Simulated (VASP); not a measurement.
# CdS (I-4m2) in VASP: single point with r2SCAN

Aim: the single point of CdS with r2SCAN.

All numbers are computed with VASP 6.6.1; they aren't measurements. Logs are shortened: lines on timing, memory, paths and dates and some standing lists are left out, and cuts for length are marked.

### 1 The cell of the first run

Symmetry: I-4m2, No. 119, tetragonal system. Conventional cell: a = 4.157 Å, b = 4.157 Å, c = 6.210 Å, α = 90.00°, β = 90.00°, γ = 90.00°. Within 3.4 Å of Cd (site symmetry -4m2) lie 4 S at 2.59 Å. S (site symmetry -4m2) has 4 Cd at 2.59 Å within 3.4 Å.

### 2 Single point, r2SCAN (uniaxial x strain +5.6%)

Input file POSCAR:

```
CdS
1.0
    0.0000000000      2.9392148400      2.9392148400
    3.1049865570      0.0000000000      2.9392148400
    3.1049865570      2.9392148400      0.0000000000
Cd S
1 1
Direct
    0.0000000000      0.0000000000      0.0000000000
    0.2500000000      0.2500000000      0.2500000000
```

Input file INCAR.step1:

```
SYSTEM = CdS
ALGO     = Normal         ! electronic algorithm
EDIFF    = 1E-5           ! SCF threshold, eV
ENCUT    = 700            ! plane-wave cutoff, eV
GGA      = PE             ! functional
GGA_COMPAT= .False.      
ISMEAR   = 0              ! smearing method
LASPH    = .True.         ! aspherical terms in the spheres
LCHARG   = .False.        ! write CHGCAR
LREAL    = .False.        ! projectors in reciprocal space
LWAVE    = .True.         ! write WAVECAR
NBANDS   = 20             ! bands
NELM     = 120            ! most SCF steps
PREC     = Accurate       ! precision mode
SIGMA    = 0.01           ! smearing width, eV
```

Input file INCAR.step2:

```
SYSTEM = CdS
ALGO     = Normal         ! electronic algorithm
EDIFF    = 1E-6           ! SCF threshold, eV
ENCUT    = 700            ! plane-wave cutoff, eV
GGA_COMPAT= .False.      
ISIF     = 2              ! what is computed and relaxed
ISMEAR   = 0              ! smearing method
ISTART   = 1            
LASPH    = .True.         ! aspherical terms in the spheres
LCHARG   = .True.         ! write CHGCAR
LELF     = .True.         ! ELF
LMIXTAU  = .True.       
LREAL    = .False.        ! projectors in reciprocal space
LVHAR    = .True.       
LWAVE    = .False.        ! write WAVECAR
METAGGA  = R2SCAN         ! meta-GGA
NBANDS   = 20             ! bands
NELM     = 120            ! most SCF steps
PREC     = Accurate       ! precision mode
SIGMA    = 0.01           ! smearing width, eV
```

Input file KPOINTS:

```
k-points
0
Gamma
  8 8 8
  0 0 0
```

Potentials or basis: VASP PAW PBE potentials, release 64 (Cd_sv_GW, S).

Launch:

```console
> cat potpaw_PBE.64/Cd_sv_GW/POTCAR potpaw_PBE.64/S/POTCAR > POTCAR
> cp INCAR.step1 INCAR
> mpirun -np 1 vasp_std > vasp.out
> cp INCAR.step2 INCAR
> mpirun -np 1 vasp_std > vasp.out
```

OUTCAR:

```text
SYSTEM = CdS
   EDIFF = 1E-6
   ENCUT = 700
   ISIF = 2
   ISMEAR = 0
   ISTART = 1
   LASPH = .True.
   LREAL = .False.
   METAGGA = R2SCAN
   NELM = 120
   PREC = Accurate

 ion  position               nearest neighbor table
   1  0.000  0.000  0.000-   2 2.59   2 2.59   2 2.59   2 2.59
   2  0.250  0.250  0.250-   1 2.59   1 2.59   1 2.59   1 2.59

  LATTYP: Found a body centered tetragonal cell.
 ALAT       =     4.1566774895
 C/A-ratio  =     1.4939752073

  Lattice vectors:

 A1 = (   3.1049865570,   0.0000000000,   2.9392148400)
 A2 = (   3.1049865570,   0.0000000000,  -2.9392148400)
 A3 = (  -3.1049865570,   2.9392148400,   0.0000000000)

Analysis of symmetry for initial positions (statically):
=====================================================================
 Subroutine PRICEL returns:
 Original cell was already a primitive cell.

 Routine SETGRP: Setting up the symmetry group for a
 body centered tetragonal supercell.

 Subroutine GETGRP returns: Found  8 space group operations
 (whereof  8 operations were pure point group operations)
 out of a pool of 16 trial point group operations.

The static configuration has the point symmetry D_2d.

Analysis of symmetry for dynamics (positions and initial velocities):
=====================================================================
 Subroutine PRICEL returns:
 Original cell was already a primitive cell.

 Routine SETGRP: Setting up the symmetry group for a
 body centered tetragonal supercell.

 Subroutine GETGRP returns: Found  8 space group operations
 (whereof  8 operations were pure point group operations)
 out of a pool of 16 trial point group operations.

The dynamic configuration has the point symmetry D_2d.

 Subroutine INISYM returns: Found  8 space group operations
 (whereof  8 operations are pure point group operations),
 and found     1 'primitive' translations

----------------------------------------------------------------------------------------

                                     Primitive cell

  volume of cell :      53.6479

  direct lattice vectors                    reciprocal lattice vectors
     0.000000000  2.939214840  2.939214840    -0.161031293  0.170113458  0.170113458
     3.104986557  0.000000000  2.939214840     0.161031293 -0.170113458  0.170113458
     3.104986557  2.939214840  0.000000000     0.161031293  0.170113458 -0.170113458

  length of vectors
     4.156677489  4.275502941  4.275502941     0.289496553  0.289496553  0.289496553

  position of ions in fractional coordinates (direct lattice)
     0.000000000  0.000000000  0.000000000
     0.250000000  0.250000000  0.250000000

  ion indices of the primitive-cell ions
   primitive index   ion index
                 1           1
                 2           2

----------------------------------------------------------------------------------------

 KPOINTS: k-points

Automatic generation of k-mesh.
 Grid dimensions read from file:
 generate k-points for:    8    8    8

 Generating k-lattice:

  Cartesian coordinates                     Fractional coordinates (reciprocal lattice)
    -0.020128912  0.021264182  0.021264182     0.125000000 -0.000000000 -0.000000000
     0.020128912 -0.021264182  0.021264182     0.000000000  0.125000000  0.000000000
     0.020128912  0.021264182 -0.021264182     0.000000000  0.000000000  0.125000000

  Length of vectors
     0.036187069  0.036187069  0.036187069

  Shift w.r.t. Gamma in fractional coordinates (k-lattice)
     0.000000000  0.000000000  0.000000000

 Subroutine IBZKPT returns following result:
 ===========================================

 Found     59 irreducible k-points:

 Following reciprocal coordinates:
            Coordinates               Weight
  0.000000  0.000000  0.000000      1.000000
  0.125000  0.000000  0.000000      8.000000
  0.250000  0.000000  0.000000      8.000000
  0.375000 -0.000000 -0.000000      8.000000
  0.500000  0.000000  0.000000      4.000000
  0.125000  0.125000  0.000000      4.000000
[... 16 lines left out ...]
  0.250000  0.125000  0.125000      4.000000
  0.375000  0.125000  0.125000      8.000000
 [... further k-points ...]
   k-points           NKPTS =     59   k-points in BZ     NKDIM =     59   number of bands    NBANDS=     20
   number of dos      NEDOS =    301   number of ions     NIONS =      2
   total plane-waves  NPLWV =  57600
   dimension x,y,z NGX =    36 NGY =   40 NGZ =   40
   dimension x,y,z NGXF=    72 NGYF=   80 NGZF=   80
   ions per type =               1   1
   NGX,Y,Z   is equivalent  to a cutoff of  14.40, 15.55, 15.55 a.u.
   NGXF,Y,Z  is equivalent  to a cutoff of  28.80, 31.11, 31.11 a.u.
 SYSTEM =  CdS
   PREC   = accura    normal or accurate (medium, high low for compatibility)
   ISTART =      1    job   : 0-new  1-cont  2-samecut
   ICHARG =      0    charge: 1-file 2-atom 10-const
   ISPIN  =      1    spin polarized calculation?
   LNONCOLLINEAR =      F non collinear calculations
   LSORBIT =      F    spin-orbit coupling
   LASPH  =      T    aspherical Exc in radial PAW
   ENCUT  =  700.0 eV  51.45 Ry    7.17 a.u.   8.97  9.22  9.22*2*pi/ulx,y,z
   NELM   =    120;   NELMIN=  2; NELMDL=  0     # of ELM steps
   EDIFF  = 0.1E-05   stopping-criterion for ELM
   LREAL  =      F    real-space projection
[... 7 lines left out ...]
   TEBEG  =    0.0;   TEEND  =   0.0 temperature during run
   PSTRESS=    0.0 pullay stress
   NELECT =      26.0000    total number of electrons
   NUPDOWN=      -1.0000    fix difference up-down
   EMIN   =  10.00;   EMAX   =-10.00  energy-range for DOS
   EFERMI =   0.00;   METHOD = LEGACY
   ISMEAR =     0;   SIGMA  =   0.01  broadening in eV -4-tet -1-fermi 0-gaus
   EFERMI_NEDOS =   21; number of points for ismear=-14 and -15
   IALGO  =     38    algorithm
   IMIX   =      4    mixing-type and parameters
     AMIX     =   0.40;   BMIX     =  1.00
     AMIX_MAG =   1.60;   BMIX_MAG =  1.00
  volume/ion in A,a.u.               =      26.82       181.02
  Fermi-wavevector in a.u.,A,eV,Ry     =   1.285924  2.430043 22.498586  1.653599
  Thomas-Fermi vector in A             =   2.418029
   LORBIT       =      0    0 simple, 1 ext, 2 COOP (PROOUT), +10 PAW based schemes
   METAGGA = R2SCAN    functional components
   LHFCALC =     F    Hartree Fock is set to
   AEXX    =    0.0000 exact exchange contribution
   IVDW    =     0    specifies the selected vdW correction
   LEPSILON=     F    determine dielectric tensor
   LRPA    =     F    only Hartree local field effects (RPA)
 non-spin polarized calculation
 Gauss-broadening in eV      SIGMA  =   0.01
  energy-cutoff  :      700.00
  volume of cell :       53.65
 maximum number of plane-waves:      2280
   NGX = 17   NGY = 19   NGZ = 19

 number of electron      25.9999999 magnetization

 Free energy of the ion-electron system (eV)
  ---------------------------------------------------
  ext. energy  EPLUGINS =         0.00000000
  ---------------------------------------------------
  free energy    TOTEN  =       -29.71271891 eV

  energy without entropy =      -29.71271891  energy(sigma->0) =      -29.71271891

 E-fermi :   2.1639     XC(G=0):  -9.4664

 val. band max:        1.8850643904   @ k =   0.0000   0.0000   0.0000
 cond. band min:       3.2349530722   @ k =   0.0000   0.0000   0.0000
 fundamental gap:      1.3498886818
 Fermi energy:         2.1639462445

 k-point     1 :       0.0000    0.0000    0.0000
  band No.  band energies     occupation
      1    -102.1740      2.00000
      2     -62.3373      2.00000
      3     -62.3373      2.00000
      4     -62.3226      2.00000
      5     -10.5631      2.00000
      6      -5.9413      2.00000
[... 12 lines left out ...]
     19      13.4826      0.00000
     20      14.1104      0.00000

 k-point     2 :       0.1250    0.0000    0.0000
  band No.  band energies     occupation
      1    -102.1740      2.00000
      2     -62.3374      2.00000
      3     -62.3373      2.00000
      4     -62.3226      2.00000
      5     -10.5102      2.00000
      6      -5.9163      2.00000
[... 12 lines left out ...]
     19      13.3980      0.00000
     20      14.0145      0.00000

 k-point     3 :       0.2500    0.0000    0.0000
  band No.  band energies     occupation
      1    -102.1740      2.00000
      2     -62.3375      2.00000
      3     -62.3373      2.00000
      4     -62.3227      2.00000
      5     -10.3823      2.00000
      6      -5.8738      2.00000
[... 12 lines left out ...]
     19      12.9923      0.00000
     20      13.4738      0.00000

 k-point     4 :       0.3750   -0.0000   -0.0000
  band No.  band energies     occupation
      1    -102.1740      2.00000
      2     -62.3376      2.00000
      3     -62.3374      2.00000
      4     -62.3227      2.00000
      5     -10.2546      2.00000
      6      -5.8435      2.00000
[... 12 lines left out ...]
     19      13.6733      0.00000
     20      13.8511      0.00000

 k-point     5 :       0.5000    0.0000    0.0000
  band No.  band energies     occupation
      1    -102.1740      2.00000
      2     -62.3377      2.00000
      3     -62.3374      2.00000
      4     -62.3227      2.00000
      5     -10.2020      2.00000
      6      -5.8343      2.00000
[... 12 lines left out ...]
     19      14.6146      0.00000
     20      14.8407      0.00000

 k-point     6 :       0.1250    0.1250    0.0000
  band No.  band energies     occupation
      1    -102.1740      2.00000
      2     -62.3374      2.00000
      3     -62.3374      2.00000
      4     -62.3226      2.00000
      5     -10.4908      2.00000
      6      -5.9041      2.00000
[... 12 lines left out ...]
     19      13.4795      0.00000
     20      14.6682      0.00000

 k-point     7 :       0.2500    0.1250    0.0000
  band No.  band energies     occupation
      1    -102.1740      2.00000
      2     -62.3375      2.00000
      3     -62.3374      2.00000
      4     -62.3227      2.00000
      5     -10.3869      2.00000
      6      -5.8645      2.00000
[... 12 lines left out ...]
     19      13.4512      0.00000
     20      14.7838      0.00000
[... 277 lines left out ...]
 k-point    20 :      -0.3750    0.3750    0.0000
  band No.  band energies     occupation
      1    -102.1740      2.00000
      2     -62.3377      2.00000
      3     -62.3376      2.00000
      4     -62.3228      2.00000
      5     -10.0953      2.00000
      6      -5.7492      2.00000
[... 12 lines left out ...]
     19      14.1455      0.00000
     20      16.4279      0.00000

 k-point    21 :       0.5000    0.5000    0.0000
  band No.  band energies     occupation
      1    -102.1740      2.00000
      2     -62.3377      2.00000
      3     -62.3375      2.00000
      4     -62.3227      2.00000
      5     -10.0812      2.00000
      6      -5.7253      2.00000
[... 12 lines left out ...]
     19      14.3590      0.00000
     20      15.3449      0.00000

 k-point    22 :       0.0000    0.1250    0.1250
  band No.  band energies     occupation
      1    -102.1740      2.00000
      2     -62.3373      2.00000
      3     -62.3373      2.00000
      4     -62.3226      2.00000
      5     -10.4968      2.00000
      6      -5.8925      2.00000
[... 12 lines left out ...]
     19      14.1882      0.00000
     20      14.4139      0.00000

 k-point    23 :       0.2500    0.1250    0.1250
  band No.  band energies     occupation
      1    -102.1740      2.00000
      2     -62.3375      2.00000
      3     -62.3373      2.00000
      4     -62.3226      2.00000
      5     -10.4294      2.00000
      6      -5.8798      2.00000
[... 12 lines left out ...]
     19      13.1707      0.00000
     20      14.5856      0.00000

 k-point    24 :       0.3750    0.1250    0.1250
  band No.  band energies     occupation
      1    -102.1740      2.00000
      2     -62.3376      2.00000
      3     -62.3373      2.00000
      4     -62.3227      2.00000
      5     -10.3018      2.00000
      6      -5.8382      2.00000
[... 12 lines left out ...]
     19      13.6998      0.00000
     20      14.2925      0.00000

 [... further k-points ...]

------------------------ aborting loop because EDIFF is reached ----------------------------------------

  FORCE on cell =-STRESS in cart. coord.  units (eV):
  Direction    XX          YY          ZZ          XY          YZ          ZX
  --------------------------------------------------------------------------------------
  -------------------------------------------------------------------------------------
  Total       -1.3445816     -0.8955004     -0.8955004      0.0000000      0.0000000      0.0000000
  in kB      -40.1555296    -26.7438535    -26.7438535      0.0000000      0.0000000      0.0000000
  external PRESSURE =     -31.2144122 kB  Pullay stress =       0.0000000 kB

 VOLUME and BASIS-vectors are now :
 -----------------------------------------------------------------------------
  energy-cutoff  :      700.00
  volume of cell :       53.65
      direct lattice vectors                 reciprocal lattice vectors
     0.000000000  2.939214840  2.939214840    -0.161031293  0.170113458  0.170113458
     3.104986557  0.000000000  2.939214840     0.161031293 -0.170113458  0.170113458
     3.104986557  2.939214840  0.000000000     0.161031293  0.170113458 -0.170113458

 POSITION                                       TOTAL-FORCE (eV/Angst)
 -----------------------------------------------------------------------------------
      0.00000      0.00000      0.00000        -0.000000     -0.000000     -0.000000
      1.55249      1.46961      1.46961         0.000000      0.000000      0.000000
 -----------------------------------------------------------------------------------
    total drift:                               -0.000007     -0.000003     -0.000003

  FREE ENERGIE OF THE ION-ELECTRON SYSTEM (eV)
  ---------------------------------------------------
  free  energy   TOTEN  =       -29.7127189082 eV

  energy  without entropy=      -29.7127189082  energy(sigma->0) =      -29.71271891
```

Run time: 2.6 min. Hardware: 1 thread of Intel Xeon 6975P-C (Granite Rapids), shared host; peak memory 0.33 GiB.

What came out:

- Free energy: -29.7127 eV
- Pressure: -3.1 GPa
- Band gap on the k mesh: 1.35 eV

Stress tensor (GPa, compression positive):
```
-4.02  0.00  0.00
 0.00 -2.67  0.00
 0.00  0.00 -2.67
```

Levels at points of the mesh, in eV from the valence-band top:
```tsv
k point	band 10	band 11	band 12	band 13	band 14	band 15	band 16	band 17
(0.00, 0.00, 0.00)	-7.40	-0.17	0.00	0.00	1.35	7.05	7.05	7.06
(0.50, 0.00, 0.00)	-7.09	-4.03	-0.82	-0.60	3.27	7.24	7.60	7.64
(0.50, 0.50, 0.00)	-6.99	-3.57	-1.81	-1.73	3.86	4.45	9.52	10.60
(0.00, 0.50, 0.50)	-7.09	-3.88	-1.56	-1.56	4.05	4.90	9.00	11.10
```

Caveat: the cell differs from its parent crystal (uniaxial x strain +5.6%); the cell stands under tension; the structure was generated, so it needn't be the stable form of CdS; the PAW data sets were made with another functional, which shifts forces and pressure a little.
